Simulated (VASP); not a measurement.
# CsNdBr4 (F-43m) in VASP: notebook

The runs below take CsNdBr4 through relaxation of cell and atoms, with PBE.

Program: VASP 6.6.1. These are calculated values, not measurements. Logs are shortened: lines on timing, memory, paths and dates and some standing lists are left out, and cuts for length are marked.

## 1. The cell of the first run

It takes space group F-43m (No. 216, cubic). Conventional cell: a = 11.532 Å, b = 11.532 Å, c = 11.532 Å, α = 90.00°, β = 90.00°, γ = 90.00°. Within 3.6 Å of Nd (site symmetry -43m) lie 4 Br at 2.73 Å. Br (site symmetry 3m) has 1 Nd at 2.73 Å and 3 Br at 3.70 Å within 3.8 Å.

The cell was built from a structure type or drawn by symmetry, and may not be a known phase.

## 2. Relaxation of cell and atoms, PBE

Input file INCAR:

```
PREC = Accurate
ENCUT = 600
EDIFF = 1E-7
ISMEAR = 0
SIGMA = 0.02
LREAL = F
LASPH = T
NELM = 200
ALGO = Normal
ISIF = 3
LWAVE = F
LCHARG = F
GGA = PE
IBRION = 2
NSW = 100
EDIFFG = -0.01
GGA_COMPAT = F
NELMIN = 4
LMAXMIX = 6
```

Input file KPOINTS:

```
regular mesh
0
Gamma
  4 4 4
```

Input file POSCAR:

```
CsNdBr4
1.0
    0.0000000000      5.7661127731      5.7661127731
    5.7661127731      0.0000000000      5.7661127731
    5.7661127731      5.7661127731      0.0000000000
Cs Nd Br
1 1 4
Direct
    0.7500000000      0.7500000000      0.7500000000
    0.2500000000      0.2500000000      0.2500000000
    0.1134996417      0.6595010750      0.1134996417
    0.1134996417      0.1134996417      0.1134996417
    0.6595010750      0.1134996417      0.1134996417
    0.1134996417      0.1134996417      0.6595010750
```

Potentials or basis: VASP PAW PBE potentials, release 64 (Cs_sv, Nd, Br).

On the command line:

```bash
cat potpaw_PBE.64/Cs_sv/POTCAR potpaw_PBE.64/Nd/POTCAR potpaw_PBE.64/Br/POTCAR > POTCAR
mpirun -np 1 vasp_std > vasp.out
```

OUTCAR:

```text
PREC = Accurate
   ENCUT = 600
   EDIFF = 1E-7
   ISMEAR = 0
   LREAL = F
   LASPH = T
   NELM = 200
   ISIF = 3
   GGA = PE
   IBRION = 2
   NSW = 100
   EDIFFG = -0.01
   NELMIN = 4

 ion  position               nearest neighbor table
   1  0.750  0.750  0.750-
   2  0.250  0.250  0.250-   4 2.73   3 2.73   5 2.73   6 2.73
   3  0.113  0.660  0.113-   2 2.73
   4  0.113  0.113  0.113-   2 2.73
   5  0.660  0.113  0.113-   2 2.73
   6  0.113  0.113  0.660-   2 2.73

  LATTYP: Found a face centered cubic cell.
 ALAT       =    11.5322255462

  Lattice vectors:

 A1 = (   0.0000000000,   5.7661127731,   5.7661127731)
 A2 = (   5.7661127731,   0.0000000000,   5.7661127731)
 A3 = (   5.7661127731,   5.7661127731,   0.0000000000)

Analysis of symmetry for initial positions (statically):
=====================================================================
 Subroutine PRICEL returns:
 Original cell was already a primitive cell.

 Routine SETGRP: Setting up the symmetry group for a
 face centered cubic supercell.

 Subroutine GETGRP returns: Found 24 space group operations
 (whereof 24 operations were pure point group operations)
 out of a pool of 48 trial point group operations.

The static configuration has the point symmetry T_d .

Analysis of symmetry for dynamics (positions and initial velocities):
=====================================================================
 Subroutine PRICEL returns:
 Original cell was already a primitive cell.

 Routine SETGRP: Setting up the symmetry group for a
 face centered cubic supercell.

 Subroutine GETGRP returns: Found 24 space group operations
 (whereof 24 operations were pure point group operations)
 out of a pool of 48 trial point group operations.

The dynamic configuration has the point symmetry T_d .

 Subroutine INISYM returns: Found 24 space group operations
 (whereof 24 operations are pure point group operations),
 and found     1 'primitive' translations

----------------------------------------------------------------------------------------

                                     Primitive cell

  volume of cell :     383.4241

  direct lattice vectors                    reciprocal lattice vectors
     0.000000000  5.766112773  5.766112773    -0.086713531  0.086713531  0.086713531
     5.766112773  0.000000000  5.766112773     0.086713531 -0.086713531  0.086713531
     5.766112773  5.766112773  0.000000000     0.086713531  0.086713531 -0.086713531

  length of vectors
     8.154514886  8.154514886  8.154514886     0.150192242  0.150192242  0.150192242

  position of ions in fractional coordinates (direct lattice)
     0.750000000  0.750000000  0.750000000
     0.250000000  0.250000000  0.250000000
     0.113499642  0.659501075  0.113499642
     0.113499642  0.113499642  0.113499642
     0.659501075  0.113499642  0.113499642
     0.113499642  0.113499642  0.659501075

  ion indices of the primitive-cell ions
   primitive index   ion index
                 1           1
                 2           2
                 3           3
                 4           4
                 5           5
                 6           6

----------------------------------------------------------------------------------------

 KPOINTS: regular mesh

Automatic generation of k-mesh.
 Grid dimensions read from file:
 generate k-points for:    4    4    4

 Generating k-lattice:

  Cartesian coordinates                     Fractional coordinates (reciprocal lattice)
    -0.021678383  0.021678383  0.021678383     0.250000000  0.000000000  0.000000000
     0.021678383 -0.021678383  0.021678383     0.000000000  0.250000000  0.000000000
     0.021678383  0.021678383 -0.021678383     0.000000000  0.000000000  0.250000000

  Length of vectors
     0.037548060  0.037548060  0.037548060

  Shift w.r.t. Gamma in fractional coordinates (k-lattice)
     0.000000000  0.000000000  0.000000000

 Subroutine IBZKPT returns following result:
 ===========================================

 Found      8 irreducible k-points:

 Following reciprocal coordinates:
            Coordinates               Weight
  0.000000  0.000000  0.000000      1.000000
  0.250000  0.000000  0.000000      8.000000
  0.500000  0.000000  0.000000      4.000000
  0.250000  0.250000  0.000000      6.000000
  0.500000  0.250000  0.000000     24.000000
 -0.250000  0.250000  0.000000     12.000000
  0.500000  0.500000  0.000000      3.000000
 -0.250000  0.500000  0.250000      6.000000
   k-points           NKPTS =      8   k-points in BZ     NKDIM =      8   number of bands    NBANDS=     30
   number of dos      NEDOS =    301   number of ions     NIONS =      6
   total plane-waves  NPLWV = 343000
   dimension x,y,z NGX =    70 NGY =   70 NGZ =   70
   dimension x,y,z NGXF=   140 NGYF=  140 NGZF=  140
   ions per type =               1   1   4
   NGX,Y,Z   is equivalent  to a cutoff of  14.27, 14.27, 14.27 a.u.
   NGXF,Y,Z  is equivalent  to a cutoff of  28.54, 28.54, 28.54 a.u.
 SYSTEM =  unknown system
   PREC   = accura    normal or accurate (medium, high low for compatibility)
   ISTART =      0    job   : 0-new  1-cont  2-samecut
   ICHARG =      2    charge: 1-file 2-atom 10-const
   ISPIN  =      1    spin polarized calculation?
   LNONCOLLINEAR =      F non collinear calculations
   LSORBIT =      F    spin-orbit coupling
   LASPH  =      T    aspherical Exc in radial PAW
   ENCUT  =  600.0 eV  44.10 Ry    6.64 a.u.  16.29 16.29 16.29*2*pi/ulx,y,z
   NELM   =    200;   NELMIN=  4; NELMDL= -5     # of ELM steps
   EDIFF  = 0.1E-06   stopping-criterion for ELM
   LREAL  =      F    real-space projection
   EDIFFG = -.1E-01   stopping-criterion for IOM
   NSW    =    100    number of steps for IOM
   IBRION =      2    ionic relax: 0-MD 1-quasi-New 2-CG
   NFREE  =      1    steps in history (QN), initial steepest desc. (CG)
   ISIF   =      3    stress and relaxation
   ISYM   =      2    0-nonsym 1-usesym 2-fastsym
   POTIM  = 0.5000    time-step for ionic-motion
   TEBEG  =    0.0;   TEEND  =   0.0 temperature during run
   PSTRESS=    0.0 pullay stress
   NELECT =      51.0000    total number of electrons
   NUPDOWN=      -1.0000    fix difference up-down
   EMIN   =  10.00;   EMAX   =-10.00  energy-range for DOS
   EFERMI =   0.00;   METHOD = LEGACY
   ISMEAR =     0;   SIGMA  =   0.02  broadening in eV -4-tet -1-fermi 0-gaus
   EFERMI_NEDOS =   21; number of points for ismear=-14 and -15
   IALGO  =     38    algorithm
   IMIX   =      4    mixing-type and parameters
     AMIX     =   0.40;   BMIX     =  1.00
     AMIX_MAG =   1.60;   BMIX_MAG =  1.00
  volume/ion in A,a.u.               =      63.90       431.25
  Fermi-wavevector in a.u.,A,eV,Ry     =   0.835677  1.579200  9.501710  0.698356
  Thomas-Fermi vector in A             =   1.949275
   LORBIT       =      0    0 simple, 1 ext, 2 COOP (PROOUT), +10 PAW based schemes
   GGA     = PE    functional components
   LHFCALC =     F    Hartree Fock is set to
   AEXX    =    0.0000 exact exchange contribution
   IVDW    =     0    specifies the selected vdW correction
   LEPSILON=     F    determine dielectric tensor
   LRPA    =     F    only Hartree local field effects (RPA)
 conjugate gradient relaxation of ions
 non-spin polarized calculation
 Gauss-broadening in eV      SIGMA  =   0.02
  energy-cutoff  :      600.00
  volume of cell :      383.42
 maximum number of plane-waves:     12848
 NGX is ok and might be reduce to    70
   NGX = 33   NGY = 33   NGZ = 33

--------------------------------------- Ionic step        1  -------------------------------------------

 number of electron      50.9999998 magnetization

 Free energy of the ion-electron system (eV)
  ---------------------------------------------------
  ext. energy  EPLUGINS =         0.00000000
  ---------------------------------------------------
  free energy    TOTEN  =       -21.62435523 eV

  energy without entropy =      -21.58785939  energy(sigma->0) =      -21.60610731

------------------------ aborting loop because EDIFF is reached ----------------------------------------

  FORCE on cell =-STRESS in cart. coord.  units (eV):
  Direction    XX          YY          ZZ          XY          YZ          ZX
  --------------------------------------------------------------------------------------
  -------------------------------------------------------------------------------------
  Total        0.1747939      0.1747939      0.1747939     -0.0000000     -0.0000000     -0.0000000
  in kB        0.7303943      0.7303943      0.7303943     -0.0000000     -0.0000000     -0.0000000
  external PRESSURE =       0.7303943 kB  Pullay stress =       0.0000000 kB
[... 101 lines left out ...]
  FREE ENERGIE OF THE ION-ELECTRON SYSTEM (eV)
  ---------------------------------------------------
  free  energy   TOTEN  =       -21.6401046924 eV

  energy  without entropy=      -21.6030864029  energy(sigma->0) =      -21.62159555

[... ionic steps 4 to 8 ...]

--------------------------------------- Ionic step        9  -------------------------------------------

 number of electron      51.0000003 magnetization

------------------------ aborting loop because EDIFF is reached ----------------------------------------

  FORCE on cell =-STRESS in cart. coord.  units (eV):
  Direction    XX          YY          ZZ          XY          YZ          ZX
  --------------------------------------------------------------------------------------
  -------------------------------------------------------------------------------------
  Total       -0.0267018     -0.0267018     -0.0267018      0.0000000     -0.0000000      0.0000000
  in kB       -0.1054300     -0.1054300     -0.1054300      0.0000000     -0.0000000      0.0000000
  external PRESSURE =      -0.1054300 kB  Pullay stress =       0.0000000 kB
[... 65 lines left out ...]
  energy  without entropy=      -21.6118342876  energy(sigma->0) =      -21.63079127

--------------------------------------- Ionic step       11  -------------------------------------------

 number of electron      51.0000003 magnetization

 Free energy of the ion-electron system (eV)
  ---------------------------------------------------
  ext. energy  EPLUGINS =         0.00000000
  ---------------------------------------------------
  free energy    TOTEN  =       -21.64981558 eV

  energy without entropy =      -21.61195957  energy(sigma->0) =      -21.63088757

 E-fermi :  -0.9149     XC(G=0):  -5.4395

 val. band max:       -0.9184225489   @ k =   0.5000   0.5000   0.0000
 cond. band min:      -0.9140081098   @ k =  -0.2500   0.5000   0.2500
 fundamental gap:      0.0044144391
 Fermi energy:        -0.9148652036

 k-point     1 :       0.0000    0.0000    0.0000
  band No.  band energies     occupation
      1     -37.9696      2.00000
      2     -23.7588      2.00000
      3     -19.4464      2.00000
      4     -19.4464      2.00000
      5     -19.4464      2.00000
      6     -15.4005      2.00000
[... 286 lines left out ...]
  FREE ENERGIE OF THE ION-ELECTRON SYSTEM (eV)
  ---------------------------------------------------
  free  energy   TOTEN  =       -21.6498155782 eV

  energy  without entropy=      -21.6119595693  energy(sigma->0) =      -21.63088757

 reached required accuracy - stopping structural energy minimisation
```

It took 22 min on 1 thread of Intel Xeon 6975P-C (Granite Rapids), shared host; peak memory 0.85 GiB.

What came out:

* Free energy: -21.6498 eV
* Relaxed volume: 67.75 Å³/atom
* Relaxed cell: a = 8.315 Å, b = 8.315 Å, c = 8.315 Å, α = 60.00°, β = 60.00°, γ = 60.00°
* Space group after relaxing (to 0.1 Å): F-43m (No. 216)
* Energy gained by relaxing: 4.2 meV/atom
* Ionic steps: 11
* Pressure after relaxing: 0.0 GPa
* Band gap on the k mesh: zero (an odd number of electrons rules out a gap without spin polarisation)

The path:
```csv
step,energy change (eV),largest force (eV/Å),pressure (GPa),volume (Å³)
1,0.0000,0.1864,0.07,383.42
2,-0.0066,0.1252,0.12,385.04
3,-0.0157,0.0593,0.25,389.93
4,-0.0204,0.0291,0.16,394.09
5,-0.0245,0.0227,0.02,401.31
6,-0.0249,0.0405,-0.02,403.83
7,-0.0249,0.0429,-0.03,404.22
8,-0.0252,0.0284,-0.02,405.01
9,-0.0254,0.0138,-0.01,405.78
10,-0.0254,0.0153,0.01,407.31
11,-0.0255,0.0002,0.00,406.51
```

Final structure:
```
Cs Nd Br
1.0
     0.00000    5.87958    5.87958
     5.87958    0.00000    5.87958
     5.87958    5.87958    0.00000
Cs Nd Br
1 1 4
Direct
  0.75000 0.75000 0.75000
  0.25000 0.25000 0.25000
  0.11648 0.65056 0.11648
  0.11648 0.11648 0.11648
  0.65056 0.11648 0.11648
  0.11648 0.11648 0.65056
```

Levels at points of the mesh, in eV from the Fermi level:
```
           k point  band 22  band 23  band 24  band 25  band 26  band 27  band 28  band 29
(0.00, 0.00, 0.00)    -2.01    -2.01    -2.01    -0.02     0.01     0.01     0.01     0.23
(0.50, 0.00, 0.00)    -2.21    -2.21    -2.01    -0.01     0.00     0.01     0.01     0.20
(0.50, 0.50, 0.00)    -2.19    -2.09    -2.09     0.00     0.00     0.01     0.01     0.20
```

Caveat: spin-orbit coupling is left out, which moves the levels of the heavy elements; an odd number of electrons without spin polarisation forces a metal; a magnetic or distorted state may lie lower; the run has no spin polarisation, though such a crystal can be magnetic; semilocal functionals describe open f shells poorly, which spoils levels, moments and volumes.

[end of part 1 of 2]
